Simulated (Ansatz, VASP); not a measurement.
NaHF2 in VASP and in Ansatz

```
Na H F
1.0
     1.69772    0.98018    4.56924
    -1.69772    0.98018    4.56924
     0.00000   -1.96035    4.56924
Na H F
1 1 2
Cartesian
  0.0000 0.0000 0.0000
  0.0000 0.0000 6.8539
  0.0000 0.0000 5.7194
  0.0000 0.0000 7.9883
```

Alike in both runs: task single point; functional PBEsol; k mesh 6 × 6 × 6; no spin polarisation.

```csv
,VASP,Ansatz
version,VASP 6.6.1,Ansatz 0.2.0
potentials or method,"VASP PAW PBE potentials, release 64 (Na_sv, H, F)","plane waves, PAW"
plane-wave cutoff (eV),1130,420
occupations,"gaussian, width 0.01 eV",fixed
valence electrons in the cell,24,24
```

```tsv
	VASP	Ansatz	Ansatz less VASP
gap on the k mesh at the Fermi level (eV)	7.05	7.07	+0.017
pressure (GPa)	1.9	1.9	0.00
traceless stress, the component that is largest in VASP (GPa)	0.84	0.51	-0.326
rms of the force components (eV/Å)	0.064	0.047	-0.0173
```

VASP's potentials were made for PBE, not for PBEsol. Atom by atom the forces differ by 0.017 eV/Å (rms over components).
